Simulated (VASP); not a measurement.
# Nb (Fm-3m) in VASP: notebook

The runs below take Nb through single point, with PBE, PBEsol.

Program: VASP 6.6.1. These are calculated values, not measurements. Logs are shortened: lines on timing, memory, paths and dates and some standing lists are left out, and cuts for length are marked.

### Step 1. The cell of the first run

It takes space group Fm-3m (No. 225, cubic). The conventional cell has a = 4.230 Å, b = 4.230 Å, c = 4.230 Å, α = 90.00°, β = 90.00°, γ = 90.00°. Nb (site symmetry m-3m) has 12 Nb at 2.99 Å within 3.9 Å.

### Step 2. Single point, PBE

Input file INCAR:

```
  ALGO = Fast
  EDIFF = 1E-6
  ENCUT = 520
  GGA = PE
  ISIF = 2
  ISMEAR = 0
  LASPH = True
  LCHARG = False
  LREAL = False
  LWAVE = False
  NBANDS = 12
  NELM = 100
  PREC = Accurate
  SIGMA = 0.1
```

Input file KPOINTS:

```
k-points
0
Gamma
  11 11 11
```

Input file POSCAR:

```
Nb
1.0
    0.0000000000      2.1150000000      2.1150000000
    2.1150000000      0.0000000000      2.1150000000
    2.1150000000      2.1150000000      0.0000000000
Nb
1
Direct
    0.0000000000      0.0000000000      0.0000000000
```

Potentials or basis: VASP PAW PBE potentials, release 64 (Nb_sv).

Started as:

```sh
cat potpaw_PBE.64/Nb_sv/POTCAR > POTCAR
mpirun -np 1 vasp_std > vasp.out
```

OUTCAR:

```text
EDIFF = 1E-6
   ENCUT = 520
   GGA = PE
   ISIF = 2
   ISMEAR = 0
   LASPH = True
   LREAL = False
   NELM = 100
   PREC = Accurate

 ion  position               nearest neighbor table
   1  0.000  0.000  0.000-

  LATTYP: Found a face centered cubic cell.
 ALAT       =     4.2300000000

  Lattice vectors:

 A1 = (   0.0000000000,   2.1150000000,   2.1150000000)
 A2 = (   2.1150000000,   0.0000000000,   2.1150000000)
 A3 = (   2.1150000000,   2.1150000000,   0.0000000000)

Analysis of symmetry for initial positions (statically):
=====================================================================
 Subroutine PRICEL returns:
 Original cell was already a primitive cell.

 Routine SETGRP: Setting up the symmetry group for a
 face centered cubic supercell.

 Subroutine GETGRP returns: Found 48 space group operations
 (whereof 48 operations were pure point group operations)
 out of a pool of 48 trial point group operations.

The static configuration has the point symmetry O_h .

Analysis of symmetry for dynamics (positions and initial velocities):
=====================================================================
 Subroutine PRICEL returns:
 Original cell was already a primitive cell.

 Routine SETGRP: Setting up the symmetry group for a
 face centered cubic supercell.

 Subroutine GETGRP returns: Found 48 space group operations
 (whereof 48 operations were pure point group operations)
 out of a pool of 48 trial point group operations.

The dynamic configuration has the point symmetry O_h .

 Subroutine INISYM returns: Found 48 space group operations
 (whereof 48 operations are pure point group operations),
 and found     1 'primitive' translations

----------------------------------------------------------------------------------------

                                     Primitive cell

  volume of cell :      18.9217

  direct lattice vectors                    reciprocal lattice vectors
     0.000000000  2.115000000  2.115000000    -0.236406619  0.236406619  0.236406619
     2.115000000  0.000000000  2.115000000     0.236406619 -0.236406619  0.236406619
     2.115000000  2.115000000  0.000000000     0.236406619  0.236406619 -0.236406619

  length of vectors
     2.991061684  2.991061684  2.991061684     0.409468276  0.409468276  0.409468276

  position of ions in fractional coordinates (direct lattice)
     0.000000000  0.000000000  0.000000000

  ion indices of the primitive-cell ions
   primitive index   ion index
                 1           1

----------------------------------------------------------------------------------------

 KPOINTS: k-points

Automatic generation of k-mesh.
 Grid dimensions read from file:
 generate k-points for:   11   11   11

 Generating k-lattice:

  Cartesian coordinates                     Fractional coordinates (reciprocal lattice)
    -0.021491511  0.021491511  0.021491511     0.090909091  0.000000000  0.000000000
     0.021491511 -0.021491511  0.021491511     0.000000000  0.090909091  0.000000000
     0.021491511  0.021491511 -0.021491511     0.000000000  0.000000000  0.090909091

  Length of vectors
     0.037224389  0.037224389  0.037224389

  Shift w.r.t. Gamma in fractional coordinates (k-lattice)
     0.000000000  0.000000000  0.000000000

 Subroutine IBZKPT returns following result:
 ===========================================

 Found     56 irreducible k-points:

 Following reciprocal coordinates:
            Coordinates               Weight
  0.000000  0.000000  0.000000      1.000000
  0.090909  0.000000  0.000000      8.000000
  0.181818  0.000000  0.000000      8.000000
  0.272727  0.000000  0.000000      8.000000
  0.363636  0.000000  0.000000      8.000000
  0.454545  0.000000  0.000000      8.000000
[... 16 lines left out ...]
 -0.272727  0.181818  0.000000     24.000000
 -0.181818  0.181818  0.000000     12.000000
 [... further k-points ...]
   k-points           NKPTS =     56   k-points in BZ     NKDIM =     56   number of bands    NBANDS=     12
   number of dos      NEDOS =    301   number of ions     NIONS =      1
   total plane-waves  NPLWV =  13824
   dimension x,y,z NGX =    24 NGY =   24 NGZ =   24
   dimension x,y,z NGXF=    48 NGYF=   48 NGZF=   48
   ions per type =               1
   NGX,Y,Z   is equivalent  to a cutoff of  13.34, 13.34, 13.34 a.u.
   NGXF,Y,Z  is equivalent  to a cutoff of  26.68, 26.68, 26.68 a.u.
 SYSTEM =  unknown system
   PREC   = accura    normal or accurate (medium, high low for compatibility)
   ISTART =      0    job   : 0-new  1-cont  2-samecut
   ICHARG =      2    charge: 1-file 2-atom 10-const
   ISPIN  =      1    spin polarized calculation?
   LNONCOLLINEAR =      F non collinear calculations
   LSORBIT =      F    spin-orbit coupling
   LASPH  =      T    aspherical Exc in radial PAW
   ENCUT  =  520.0 eV  38.22 Ry    6.18 a.u.   5.56  5.56  5.56*2*pi/ulx,y,z
   NELM   =    100;   NELMIN=  2; NELMDL= -5     # of ELM steps
   EDIFF  = 0.1E-05   stopping-criterion for ELM
   LREAL  =      F    real-space projection
   EDIFFG = 0.1E-04   stopping-criterion for IOM
   NSW    =      0    number of steps for IOM
   IBRION =     -1    ionic relax: 0-MD 1-quasi-New 2-CG
   NFREE  =      0    steps in history (QN), initial steepest desc. (CG)
   ISIF   =      2    stress and relaxation
   ISYM   =      2    0-nonsym 1-usesym 2-fastsym
   POTIM  = 0.5000    time-step for ionic-motion
   TEBEG  =    0.0;   TEEND  =   0.0 temperature during run
   PSTRESS=    0.0 pullay stress
   NELECT =      13.0000    total number of electrons
   NUPDOWN=      -1.0000    fix difference up-down
   EMIN   =  10.00;   EMAX   =-10.00  energy-range for DOS
   EFERMI =   0.00;   METHOD = LEGACY
   ISMEAR =     0;   SIGMA  =   0.10  broadening in eV -4-tet -1-fermi 0-gaus
   EFERMI_NEDOS =   21; number of points for ismear=-14 and -15
   IALGO  =     68    algorithm
   IMIX   =      4    mixing-type and parameters
     AMIX     =   0.40;   BMIX     =  1.00
     AMIX_MAG =   1.60;   BMIX_MAG =  1.00
  volume/ion in A,a.u.               =      18.92       127.69
  Fermi-wavevector in a.u.,A,eV,Ry     =   1.444560  2.729823 28.392005  2.086754
  Thomas-Fermi vector in A             =   2.562841
   LORBIT       =      0    0 simple, 1 ext, 2 COOP (PROOUT), +10 PAW based schemes
   GGA     = PE    functional components
   LHFCALC =     F    Hartree Fock is set to
   AEXX    =    0.0000 exact exchange contribution
   IVDW    =     0    specifies the selected vdW correction
   LEPSILON=     F    determine dielectric tensor
   LRPA    =     F    only Hartree local field effects (RPA)
 non-spin polarized calculation
 RMM-DIIS sequential band-by-band and
 Gauss-broadening in eV      SIGMA  =   0.10
  energy-cutoff  :      520.00
  volume of cell :       18.92
 maximum number of plane-waves:       532
   NGX = 11   NGY = 11   NGZ = 11

 number of electron      13.0000001 magnetization

 Free energy of the ion-electron system (eV)
  ---------------------------------------------------
  ext. energy  EPLUGINS =         0.00000000
  ---------------------------------------------------
  free energy    TOTEN  =        -9.89699627 eV

  energy without entropy =       -9.89011920  energy(sigma->0) =       -9.89355773

 E-fermi :  10.8773     XC(G=0): -12.2487

 val. band max:       10.8566077698   @ k =   0.3636   0.2727   0.0909
 cond. band min:      10.8952225461   @ k =  -0.1818   0.1818   0.0000
 fundamental gap:      0.0386147762
 Fermi energy:        10.8773249053

 k-point     1 :       0.0000    0.0000    0.0000
  band No.  band energies     occupation
      1     -43.9362      2.00000
      2     -19.3399      2.00000
      3     -19.3399      2.00000
      4     -19.3399      2.00000
      5       4.6483      2.00000
      6      10.9684      0.19757
      7      10.9684      0.19757
      8      10.9684      0.19757
      9      13.5336      0.00000
     10      13.5336      0.00000
     11      22.6626      0.00000
     12      27.4047      0.00000

 k-point     2 :       0.0909    0.0000    0.0000
  band No.  band energies     occupation
      1     -43.9216      2.00000
      2     -19.4376      2.00000
      3     -19.3520      2.00000
      4     -19.3520      2.00000
      5       4.9498      2.00000
      6      10.7421      1.94420
      7      11.1030      0.00142
      8      11.1030      0.00142
      9      13.4191      0.00000
     10      13.4191      0.00000
     11      23.2571      0.00000
     12      26.2621      0.00000

 k-point     3 :       0.1818    0.0000    0.0000
  band No.  band energies     occupation
      1     -43.8823      2.00000
      2     -19.6941      2.00000
      3     -19.3844      2.00000
      4     -19.3844      2.00000
      5       5.7461      2.00000
      6      10.3048      2.00000
      7      11.3413      0.00000
      8      11.3413      0.00000
      9      13.3243      0.00000
     10      13.3243      0.00000
     11      24.0511      0.00000
     12      25.1868      0.00000
[... 286 lines left out ...]
 k-point    23 :      -0.2727    0.1818    0.0000
  band No.  band energies     occupation
      1     -43.7684      2.00000
      2     -20.1767      2.00000
      3     -19.7117      2.00000
      4     -19.4643      2.00000
      5       7.9725      2.00000
      6       9.8644      2.00000
      7      10.2917      2.00000
      8      11.8414      0.00000
      9      13.2554      0.00000
     10      16.3907      0.00000
     11      23.1973      0.00000
     12      25.6622      0.00000

 k-point    24 :      -0.1818    0.1818    0.0000
  band No.  band energies     occupation
      1     -43.8128      2.00000
      2     -19.9876      2.00000
      3     -19.6099      2.00000
      4     -19.4149      2.00000
      5       7.2311      2.00000
      6       9.6698      2.00000
      7      10.8952      0.80018
      8      12.2245      0.00000
      9      12.2599      0.00000
     10      15.1609      0.00000
     11      24.1328      0.00000
     12      26.6912      0.00000

 [... further k-points ...]

------------------------ aborting loop because EDIFF is reached ----------------------------------------

  FORCE on cell =-STRESS in cart. coord.  units (eV):
  Direction    XX          YY          ZZ          XY          YZ          ZX
  --------------------------------------------------------------------------------------
  -------------------------------------------------------------------------------------
  Total       -0.2505140     -0.2505140     -0.2505140      0.0000000     -0.0000000      0.0000000
  in kB      -21.2119901    -21.2119901    -21.2119901      0.0000000     -0.0000000      0.0000000
  external PRESSURE =     -21.2119901 kB  Pullay stress =       0.0000000 kB

 VOLUME and BASIS-vectors are now :
 -----------------------------------------------------------------------------
  energy-cutoff  :      520.00
  volume of cell :       18.92
      direct lattice vectors                 reciprocal lattice vectors
     0.000000000  2.115000000  2.115000000    -0.236406619  0.236406619  0.236406619
     2.115000000  0.000000000  2.115000000     0.236406619 -0.236406619  0.236406619
     2.115000000  2.115000000  0.000000000     0.236406619  0.236406619 -0.236406619

 POSITION                                       TOTAL-FORCE (eV/Angst)
 -----------------------------------------------------------------------------------
      0.00000      0.00000      0.00000         0.000000      0.000000     -0.000000
 -----------------------------------------------------------------------------------
    total drift:                               -0.000000      0.000000      0.000000

  FREE ENERGIE OF THE ION-ELECTRON SYSTEM (eV)
  ---------------------------------------------------
  free  energy   TOTEN  =        -9.8969962705 eV

  energy  without entropy=       -9.8901191951  energy(sigma->0) =       -9.89355773
```

Wall time 25 s (1 thread of Intel Xeon Platinum 8259CL at 2.50GHz (Skylake/Cascade Lake), shared host); peak memory 0.14 GiB.

What came out:

```
Free energy : -9.8970 eV
Pressure    : -2.1 GPa
```

[end of part 1 of 2]
